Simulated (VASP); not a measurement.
# TiN (Fm-3m) in VASP: single point with r2SCAN

Aim: the single point of TiN with r2SCAN.

All numbers are computed with VASP 6.6.1; they aren't measurements. Logs are shortened: lines on timing, memory, paths and dates and some standing lists are left out, and cuts for length are marked.

### 1 The cell of the first run

It takes space group Fm-3m (No. 225, cubic). Conventional cell: a = 4.204 Å, b = 4.204 Å, c = 4.204 Å, α = 90.00°, β = 90.00°, γ = 90.00°. Within 2.8 Å of Ti (site symmetry m-3m) lie 6 N at 2.10 Å. N (site symmetry m-3m) has 6 Ti at 2.10 Å within 2.8 Å.

### 2 Single point, r2SCAN

Input file POSCAR:

```
TiN
1.0
    0.0000000000      2.1019663693      2.1019663693
    2.1019663693      0.0000000000      2.1019663693
    2.1019663693      2.1019663693      0.0000000000
Ti N
1 1
Direct
    0.0000000000      0.0000000000      0.0000000000
    0.5000000000      0.5000000000      0.5000000000
```

Input file INCAR.step1:

```
PREC = Accurate
ENCUT = 910
ISMEAR = 0
SIGMA = 0.1
LREAL = False
LASPH = True
NELM = 120
NBANDS = 16
GGA = PE
ALGO = Normal
EDIFF = 1E-5
LWAVE = True
LCHARG = False
GGA_COMPAT = False
```

Input file INCAR.step2:

```
PREC = Accurate
ENCUT = 910
EDIFF = 1E-6
ISMEAR = 0
SIGMA = 0.1
LREAL = False
LASPH = True
NELM = 120
ALGO = Normal
ISIF = 2
LWAVE = False
LCHARG = False
METAGGA = R2SCAN
LMIXTAU = True
NBANDS = 16
ISTART = 1
GGA_COMPAT = False
```

Input file KPOINTS:

```
regular mesh
0
Gamma
  18 18 18
```

Potentials or basis: VASP PAW PBE potentials, release 64 (Ti_sv, N_h).

Launch:

```
$ cat potpaw_PBE.64/Ti_sv/POTCAR potpaw_PBE.64/N_h/POTCAR > POTCAR
$ cp INCAR.step1 INCAR
$ mpirun -np 1 vasp_std > vasp.out
$ cp INCAR.step2 INCAR
$ mpirun -np 1 vasp_std > vasp.out
```

OUTCAR:

```text
PREC = Accurate
   ENCUT = 910
   EDIFF = 1E-6
   ISMEAR = 0
   LREAL = False
   LASPH = True
   NELM = 120
   ISIF = 2
   METAGGA = R2SCAN
   ISTART = 1

 ion  position               nearest neighbor table
   1  0.000  0.000  0.000-   2 2.10   2 2.10   2 2.10   2 2.10   2 2.10   2 2.10
   2  0.500  0.500  0.500-   1 2.10   1 2.10   1 2.10   1 2.10   1 2.10   1 2.10

  LATTYP: Found a face centered cubic cell.
 ALAT       =     4.2039327386

  Lattice vectors:

 A1 = (   0.0000000000,   2.1019663693,   2.1019663693)
 A2 = (   2.1019663693,   0.0000000000,   2.1019663693)
 A3 = (   2.1019663693,   2.1019663693,   0.0000000000)

Analysis of symmetry for initial positions (statically):
=====================================================================
 Subroutine PRICEL returns:
 Original cell was already a primitive cell.

 Routine SETGRP: Setting up the symmetry group for a
 face centered cubic supercell.

 Subroutine GETGRP returns: Found 48 space group operations
 (whereof 48 operations were pure point group operations)
 out of a pool of 48 trial point group operations.

The static configuration has the point symmetry O_h .

Analysis of symmetry for dynamics (positions and initial velocities):
=====================================================================
 Subroutine PRICEL returns:
 Original cell was already a primitive cell.

 Routine SETGRP: Setting up the symmetry group for a
 face centered cubic supercell.

 Subroutine GETGRP returns: Found 48 space group operations
 (whereof 48 operations were pure point group operations)
 out of a pool of 48 trial point group operations.

The dynamic configuration has the point symmetry O_h .

 Subroutine INISYM returns: Found 48 space group operations
 (whereof 48 operations are pure point group operations),
 and found     1 'primitive' translations

----------------------------------------------------------------------------------------

                                     Primitive cell

  volume of cell :      18.5741

  direct lattice vectors                    reciprocal lattice vectors
     0.000000000  2.101966369  2.101966369    -0.237872502  0.237872502  0.237872502
     2.101966369  0.000000000  2.101966369     0.237872502 -0.237872502  0.237872502
     2.101966369  2.101966369  0.000000000     0.237872502  0.237872502 -0.237872502

  length of vectors
     2.972629347  2.972629347  2.972629347     0.412007260  0.412007260  0.412007260

  position of ions in fractional coordinates (direct lattice)
     0.000000000  0.000000000  0.000000000
     0.500000000  0.500000000  0.500000000

  ion indices of the primitive-cell ions
   primitive index   ion index
                 1           1
                 2           2

----------------------------------------------------------------------------------------

 KPOINTS: regular mesh

Automatic generation of k-mesh.
 Grid dimensions read from file:
 generate k-points for:   18   18   18

 Generating k-lattice:

  Cartesian coordinates                     Fractional coordinates (reciprocal lattice)
    -0.013215139  0.013215139  0.013215139     0.055555556  0.000000000  0.000000000
     0.013215139 -0.013215139  0.013215139     0.000000000  0.055555556  0.000000000
     0.013215139  0.013215139 -0.013215139     0.000000000  0.000000000  0.055555556

  Length of vectors
     0.022889292  0.022889292  0.022889292

  Shift w.r.t. Gamma in fractional coordinates (k-lattice)
     0.000000000  0.000000000  0.000000000

 Subroutine IBZKPT returns following result:
 ===========================================

 Found    195 irreducible k-points:

 Following reciprocal coordinates:
            Coordinates               Weight
  0.000000  0.000000  0.000000      1.000000
  0.055556  0.000000  0.000000      8.000000
  0.111111  0.000000  0.000000      8.000000
  0.166667  0.000000  0.000000      8.000000
  0.222222  0.000000  0.000000      8.000000
  0.277778  0.000000  0.000000      8.000000
[... 16 lines left out ...]
 -0.277778  0.055556  0.000000     24.000000
 -0.222222  0.055556  0.000000     24.000000
 [... further k-points ...]
   k-points           NKPTS =    195   k-points in BZ     NKDIM =    195   number of bands    NBANDS=     16
   number of dos      NEDOS =    301   number of ions     NIONS =      2
   total plane-waves  NPLWV =  27000
   dimension x,y,z NGX =    30 NGY =   30 NGZ =   30
   dimension x,y,z NGXF=    60 NGYF=   60 NGZF=   60
   ions per type =               1   1
   NGX,Y,Z   is equivalent  to a cutoff of  16.78, 16.78, 16.78 a.u.
   NGXF,Y,Z  is equivalent  to a cutoff of  33.56, 33.56, 33.56 a.u.
 SYSTEM =  unknown system
   PREC   = accura    normal or accurate (medium, high low for compatibility)
   ISTART =      1    job   : 0-new  1-cont  2-samecut
   ICHARG =      0    charge: 1-file 2-atom 10-const
   ISPIN  =      1    spin polarized calculation?
   LNONCOLLINEAR =      F non collinear calculations
   LSORBIT =      F    spin-orbit coupling
   LASPH  =      T    aspherical Exc in radial PAW
   ENCUT  =  910.0 eV  66.88 Ry    8.18 a.u.   7.31  7.31  7.31*2*pi/ulx,y,z
   NELM   =    120;   NELMIN=  2; NELMDL=  0     # of ELM steps
   EDIFF  = 0.1E-05   stopping-criterion for ELM
   LREAL  =      F    real-space projection
   EDIFFG = 0.1E-04   stopping-criterion for IOM
   NSW    =      0    number of steps for IOM
   IBRION =     -1    ionic relax: 0-MD 1-quasi-New 2-CG
   NFREE  =      0    steps in history (QN), initial steepest desc. (CG)
   ISIF   =      2    stress and relaxation
   ISYM   =      2    0-nonsym 1-usesym 2-fastsym
   POTIM  = 0.5000    time-step for ionic-motion
   TEBEG  =    0.0;   TEEND  =   0.0 temperature during run
   PSTRESS=    0.0 pullay stress
   NELECT =      17.0000    total number of electrons
   NUPDOWN=      -1.0000    fix difference up-down
   EMIN   =  10.00;   EMAX   =-10.00  energy-range for DOS
   EFERMI =   0.00;   METHOD = LEGACY
   ISMEAR =     0;   SIGMA  =   0.10  broadening in eV -4-tet -1-fermi 0-gaus
   EFERMI_NEDOS =   21; number of points for ismear=-14 and -15
   IALGO  =     38    algorithm
   IMIX   =      4    mixing-type and parameters
     AMIX     =   0.40;   BMIX     =  1.00
     AMIX_MAG =   1.60;   BMIX_MAG =  1.00
  volume/ion in A,a.u.               =       9.29        62.67
  Fermi-wavevector in a.u.,A,eV,Ry     =   1.589481  3.003684 34.374443  2.526450
  Thomas-Fermi vector in A             =   2.688324
   LORBIT       =      0    0 simple, 1 ext, 2 COOP (PROOUT), +10 PAW based schemes
   METAGGA = R2SCAN    functional components
   LHFCALC =     F    Hartree Fock is set to
   AEXX    =    0.0000 exact exchange contribution
   IVDW    =     0    specifies the selected vdW correction
   LEPSILON=     F    determine dielectric tensor
   LRPA    =     F    only Hartree local field effects (RPA)
 non-spin polarized calculation
 Gauss-broadening in eV      SIGMA  =   0.10
  energy-cutoff  :      910.00
  volume of cell :       18.57
 maximum number of plane-waves:      1185
 NGX is ok and might be reduce to    30
   NGX = 15   NGY = 15   NGZ = 15

 number of electron      16.9999999 magnetization

 Free energy of the ion-electron system (eV)
  ---------------------------------------------------
  ext. energy  EPLUGINS =         0.00000000
  ---------------------------------------------------
  free energy    TOTEN  =       -26.00455344 eV

  energy without entropy =      -26.00054977  energy(sigma->0) =      -26.00255161

 E-fermi :  12.3940     XC(G=0): -14.0339

 val. band max:       12.3847413776   @ k =   0.1111   0.0556   0.0000
 cond. band min:      12.4043299194   @ k =   0.4444   0.2222   0.1111
 fundamental gap:      0.0195885418
 Fermi energy:        12.3939752710

 k-point     1 :       0.0000    0.0000    0.0000
  band No.  band energies     occupation
      1     -47.9369      2.00000
      2     -22.8552      2.00000
      3     -22.8552      2.00000
      4     -22.8552      2.00000
      5      -6.0453      2.00000
      6       9.9651      2.00000
[... 8 lines left out ...]
     15      26.3537      0.00000
     16      33.0502      0.00000

 k-point     2 :       0.0556    0.0000    0.0000
  band No.  band energies     occupation
      1     -47.9336      2.00000
      2     -22.8785      2.00000
      3     -22.8570      2.00000
      4     -22.8570      2.00000
      5      -5.9818      2.00000
      6       9.6057      2.00000
[... 8 lines left out ...]
     15      26.3997      0.00000
     16      32.9711      0.00000

 k-point     3 :       0.1111    0.0000    0.0000
  band No.  band energies     occupation
      1     -47.9241      2.00000
      2     -22.9449      2.00000
      3     -22.8621      2.00000
      4     -22.8621      2.00000
      5      -5.7961      2.00000
      6       8.8042      2.00000
[... 8 lines left out ...]
     15      26.4633      0.00000
     16      32.6956      0.00000

 k-point     4 :       0.1667    0.0000    0.0000
  band No.  band energies     occupation
      1     -47.9094      2.00000
      2     -23.0455      2.00000
      3     -22.8699      2.00000
      4     -22.8699      2.00000
      5      -5.5033      2.00000
      6       7.8387      2.00000
[... 8 lines left out ...]
     15      26.3931      0.00000
     16      32.1527      0.00000
[... 324 lines left out ...]
 k-point    22 :      -0.3333    0.0556    0.0000
  band No.  band energies     occupation
      1     -47.8470      2.00000
      2     -23.4389      2.00000
      3     -22.9257      2.00000
      4     -22.8952      2.00000
      5      -4.1241      2.00000
      6       4.7796      2.00000
[... 8 lines left out ...]
     15      26.3605      0.00000
     16      28.7342      0.00000

 k-point    23 :      -0.2778    0.0556    0.0000
  band No.  band energies     occupation
      1     -47.8640      2.00000
      2     -23.3315      2.00000
      3     -22.9179      2.00000
      4     -22.8840      2.00000
      5      -4.5359      2.00000
      6       5.5429      2.00000
[... 8 lines left out ...]
     15      26.0735      0.00000
     16      29.5279      0.00000

 k-point    24 :      -0.2222    0.0556    0.0000
  band No.  band energies     occupation
      1     -47.8828      2.00000
      2     -23.2103      2.00000
      3     -22.9074      2.00000
      4     -22.8733      2.00000
      5      -4.9578      2.00000
      6       6.4180      2.00000
[... 8 lines left out ...]
     15      26.1143      0.00000
     16      30.3777      0.00000

 [... further k-points ...]

------------------------ aborting loop because EDIFF is reached ----------------------------------------

  FORCE on cell =-STRESS in cart. coord.  units (eV):
  Direction    XX          YY          ZZ          XY          YZ          ZX
  --------------------------------------------------------------------------------------
  -------------------------------------------------------------------------------------
  Total        0.8983714      0.8983714      0.8983714      0.0000000      0.0000000      0.0000000
  in kB       77.4924190     77.4924190     77.4924190      0.0000000      0.0000000      0.0000000
  external PRESSURE =      77.4924190 kB  Pullay stress =       0.0000000 kB

 VOLUME and BASIS-vectors are now :
 -----------------------------------------------------------------------------
  energy-cutoff  :      910.00
  volume of cell :       18.57
      direct lattice vectors                 reciprocal lattice vectors
     0.000000000  2.101966369  2.101966369    -0.237872502  0.237872502  0.237872502
     2.101966369  0.000000000  2.101966369     0.237872502 -0.237872502  0.237872502
     2.101966369  2.101966369  0.000000000     0.237872502  0.237872502 -0.237872502

 POSITION                                       TOTAL-FORCE (eV/Angst)
 -----------------------------------------------------------------------------------
      0.00000      0.00000      0.00000         0.000000     -0.000000      0.000000
      2.10197      2.10197      2.10197        -0.000000      0.000000     -0.000000
 -----------------------------------------------------------------------------------
    total drift:                               -0.000000      0.000000      0.000000

  FREE ENERGIE OF THE ION-ELECTRON SYSTEM (eV)
  ---------------------------------------------------
  free  energy   TOTEN  =       -26.0045534434 eV

  energy  without entropy=      -26.0005497735  energy(sigma->0) =      -26.00255161
```

Wall time 9.9 min (1 thread of Intel Xeon Platinum 8259CL at 2.50GHz (Skylake/Cascade Lake), shared host); peak memory 0.27 GiB.

Results:

```yaml
Free_energy: -26.0046 eV
Pressure: 7.7 GPa
Band_gap_on_the_k_mesh: zero (an odd number of electrons rules out a gap without spin polarisation)
```

Caveat: the cutoff is under 1.25 times the usual one of these potentials, so pressure, stress and relaxed cells hold a basis-set (Pulay) error; the cell stands under pressure; the PAW data sets were made with another functional, which shifts forces and pressure a little.
